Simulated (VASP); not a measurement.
# MgS in VASP: a series of runs, part 2 of 2

VASP 6.6.1. The steps go on from the part before.

**3. Single point, PBE (atom 1 (Mg) moved by [0.069282, 0.069282, 0.069282] A)**

INCAR

```
SYSTEM = MgS
PREC = Accurate
ENCUT = 520
EDIFF = 1E-7
ISMEAR = -1
SIGMA = 0.03
LREAL = .FALSE.
LASPH = .TRUE.
NELM = 80
ALGO = Normal
ISIF = 2
LWAVE = .FALSE.
LCHARG = .FALSE.
GGA = PE
NBANDS = 11
```

KPOINTS

```
regular mesh
0
G
  10 10 10
  0 0 0
```

POSCAR

```
MgS
1.0
    0.0000000000      2.6016500000      2.6016500000
    2.6016500000      0.0000000000      2.6016500000
    2.6016500000      2.6016500000      0.0000000000
Mg S
1 1
Direct
    0.0133150116      0.0133150116      0.0133150116
    0.5000000000      0.5000000000      0.5000000000
```

Potentials or basis: VASP PAW PBE potentials, release 64 (Mg, S).

The run is started by

```console
cat potpaw_PBE.64/Mg/POTCAR potpaw_PBE.64/S/POTCAR > POTCAR
mpirun -np 1 vasp_std > vasp.out
```

OUTCAR:

```text
SYSTEM = MgS
   PREC = Accurate
   ENCUT = 520
   EDIFF = 1E-7
   ISMEAR = -1
   LREAL = .FALSE.
   LASPH = .TRUE.
   NELM = 80
   ISIF = 2
   GGA = PE

 ion  position               nearest neighbor table
   1  0.013  0.013  0.013-   2 2.53   2 2.53   2 2.53   2 2.67   2 2.67   2 2.67
   2  0.500  0.500  0.500-   1 2.53   1 2.53   1 2.53   1 2.67   1 2.67   1 2.67

  LATTYP: Found a face centered cubic cell.
 ALAT       =     5.2033000000

  Lattice vectors:

 A1 = (   0.0000000000,   2.6016500000,   2.6016500000)
 A2 = (   2.6016500000,   0.0000000000,   2.6016500000)
 A3 = (   2.6016500000,   2.6016500000,   0.0000000000)

Analysis of symmetry for initial positions (statically):
=====================================================================
 Subroutine PRICEL returns:
 Original cell was already a primitive cell.

 Routine SETGRP: Setting up the symmetry group for a
 face centered cubic supercell.

 Subroutine GETGRP returns: Found  6 space group operations
 (whereof  6 operations were pure point group operations)
 out of a pool of 48 trial point group operations.

The static configuration has the point symmetry C_3v.

Analysis of symmetry for dynamics (positions and initial velocities):
=====================================================================
 Subroutine PRICEL returns:
 Original cell was already a primitive cell.

 Routine SETGRP: Setting up the symmetry group for a
 face centered cubic supercell.

 Subroutine GETGRP returns: Found  6 space group operations
 (whereof  6 operations were pure point group operations)
 out of a pool of 48 trial point group operations.

The dynamic configuration has the point symmetry C_3v.

 Subroutine INISYM returns: Found  6 space group operations
 (whereof  6 operations are pure point group operations),
 and found     1 'primitive' translations

----------------------------------------------------------------------------------------
[... 118 lines left out ...]
   GGA     = PE    functional components
   LHFCALC =     F    Hartree Fock is set to
   AEXX    =    0.0000 exact exchange contribution
   IVDW    =     0    specifies the selected vdW correction
   LEPSILON=     F    determine dielectric tensor
   LRPA    =     F    only Hartree local field effects (RPA)
 non-spin polarized calculation
  energy-cutoff  :      520.00
  volume of cell :       35.22
 maximum number of plane-waves:       962
   NGX = 13   NGY = 13   NGZ = 13

 number of electron       8.0000000 magnetization

 Free energy of the ion-electron system (eV)
  ---------------------------------------------------
  ext. energy  EPLUGINS =         0.00000000
  ---------------------------------------------------
  free energy    TOTEN  =        -8.48195627 eV

  energy without entropy =       -8.48195627  energy(sigma->0) =       -8.48195627

 E-fermi :   4.3153     XC(G=0):  -9.6845

 val. band max:        3.7306013449   @ k =   0.0000   0.0000   0.0000
 cond. band min:       6.5030743414   @ k =   0.5000   0.5000   0.0000
 fundamental gap:      2.7724729966
 Fermi energy:         4.3153149646

 k-point     1 :       0.0000    0.0000    0.0000
  band No.  band energies     occupation
      1      -8.9464      2.00000
      2       3.7066      2.00000
      3       3.7066      2.00000
      4       3.7306      2.00000
      5       7.4296      0.00000
      6      11.6726      0.00000
      7      11.6726      0.00000
      8      11.6936      0.00000
      9      14.1029      0.00000
     10      14.1029      0.00000
     11      16.2337      0.00000
[... 309 lines left out ...]
 k-point    24 :       0.5000    0.4000    0.5000
  band No.  band energies     occupation
      1      -7.6165      2.00000
      2      -0.9380      2.00000
      3       2.6855      2.00000
      4       2.9894      2.00000
      5       8.7653      0.00000
      6      10.1413      0.00000
      7      11.0061      0.00000
      8      13.9588      0.00000
      9      15.6195      0.00000
     10      17.5666      0.00000
     11      18.0525      0.00000

 [... further k-points ...]

------------------------ aborting loop because EDIFF is reached ----------------------------------------

  FORCE on cell =-STRESS in cart. coord.  units (eV):
  Direction    XX          YY          ZZ          XY          YZ          ZX
  --------------------------------------------------------------------------------------
  -------------------------------------------------------------------------------------
  Total        0.2936794      0.2936794      0.2936794     -0.0158040     -0.0158040     -0.0158040
  in kB       13.3600320     13.3600320     13.3600320     -0.7189561     -0.7189561     -0.7189561
  external PRESSURE =      13.3600320 kB  Pullay stress =       0.0000000 kB

 VOLUME and BASIS-vectors are now :
 -----------------------------------------------------------------------------
  energy-cutoff  :      520.00
  volume of cell :       35.22
      direct lattice vectors                 reciprocal lattice vectors
     0.000000000  2.601650000  2.601650000    -0.192185728  0.192185728  0.192185728
     2.601650000  0.000000000  2.601650000     0.192185728 -0.192185728  0.192185728
     2.601650000  2.601650000  0.000000000     0.192185728  0.192185728 -0.192185728

 POSITION                                       TOTAL-FORCE (eV/Angst)
 -----------------------------------------------------------------------------------
      0.06928      0.06928      0.06928        -0.193754     -0.193754     -0.193754
      2.60165      2.60165      2.60165         0.193754      0.193754      0.193754
 -----------------------------------------------------------------------------------
    total drift:                               -0.000074     -0.000074     -0.000074

  FREE ENERGIE OF THE ION-ELECTRON SYSTEM (eV)
  ---------------------------------------------------
  free  energy   TOTEN  =        -8.4819562727 eV

  energy  without entropy=       -8.4819562727  energy(sigma->0) =       -8.48195627
```

stdout:

```text
POSCAR found type information on POSCAR MgS
 POSCAR found :  2 types and       2 ions
 scaLAPACK will be used
 LDA part: xc-table for (Slater+PW92), standard interpolation
 POSCAR, INCAR and KPOINTS ok, starting setup
 FFT: planning ... GRIDC
 FFT: planning ... GRID_SOFT
 FFT: planning ... GRID
 WAVECAR not read
 entering main loop
```

Run time: 19 s. Hardware: 1 thread of Intel Xeon Platinum 8559C (Emerald Rapids), shared host; peak memory 0.18 GiB.

What came out:

* Free energy: -8.4820 eV
* Pressure: 1.3 GPa
* Largest force: 0.336 eV/Å
* Band gap on the k mesh: 2.77 eV, indirect (least direct gap 3.70 eV)

Forces in eV/Å, atoms in the order of the input:
```
Mg  -0.194 -0.194 -0.194
S    0.194  0.194  0.194
```

Stress tensor (GPa, compression positive):
```
 1.34 -0.07 -0.07
-0.07  1.34 -0.07
-0.07 -0.07  1.34
```

Caveat: the cell differs from its parent crystal (atom 1 (Mg) moved by [0.069282, 0.069282, 0.069282] A).

**4. Single point, PBE (volume scaled by 0.95)**

INCAR

```
SYSTEM = MgS
PREC = Accurate
ENCUT = 600
EDIFF = 1E-6
ISMEAR = -1
SIGMA = 0.03
LREAL = .FALSE.
LASPH = .TRUE.
NELM = 120
ALGO = Normal
ISIF = 2
LWAVE = .FALSE.
LCHARG = .FALSE.
GGA = PE
NBANDS = 11
GGA_COMPAT = .FALSE.
```

KPOINTS is that of step 3.

POSCAR

```
MgS
1.0
    0.0000000000      2.5575457170      2.5575457170
    2.5575457170      0.0000000000      2.5575457170
    2.5575457170      2.5575457170      0.0000000000
Mg S
1 1
Direct
    0.0000000000      0.0000000000      0.0000000000
    0.5000000000      0.5000000000      0.5000000000
```

The run is started by

```console
cat potpaw_PBE.64/Mg/POTCAR potpaw_PBE.64/S/POTCAR > POTCAR
mpirun -np 1 vasp_std > vasp.out
```

Run time: 30 s. Hardware: 1 thread of Intel Xeon 8259CL, shared host; peak memory 0.18 GiB.

The run converged. Its results:

```
Free energy            : -8.4692 eV
Pressure               : 5.3 GPa
Band gap on the k mesh : 2.89 eV, indirect (least direct gap 4.13 eV)
```

Levels at points of the mesh, in eV from the valence-band top:
```
           k point  band 1  band 2  band 3  band 4  band 5  band 6  band 7  band 8
(0.00, 0.00, 0.00)  -12.97    0.00    0.00    0.00    4.13    7.92    7.92    7.92
(0.50, 0.00, 0.00)  -11.53   -5.11   -0.65   -0.65    4.62    6.97    6.97   10.68
(0.50, 0.50, 0.00)  -11.12   -4.47   -1.80   -1.80    2.89    4.23   12.52   12.96
```

 A k mesh can miss the band edges.

**5. The runs side by side**

```tsv
cell	cutoff (eV)	gap on the mesh (eV)	pressure (GPa)
a = 3.719, b = 3.719, c = 3.608 Å, angles 61.0, 61.0, 58.0°, 2 atoms	520	2.56	1.4
a = 3.679 Å, angles 60.0°, 2 atoms	520	2.77	1.3
a = 3.617 Å, angles 60.0°, 2 atoms	600	2.89	5.3
```

Alike in all rows: task single point; level PBE; potentials or basis VASP PAW PBE potentials, release 64 (Mg, S); no spin polarisation; k mesh 10 × 10 × 10; smearing fermi-dirac 0.03 eV.

Absolute energies hang on the potentials; compare differences alone.
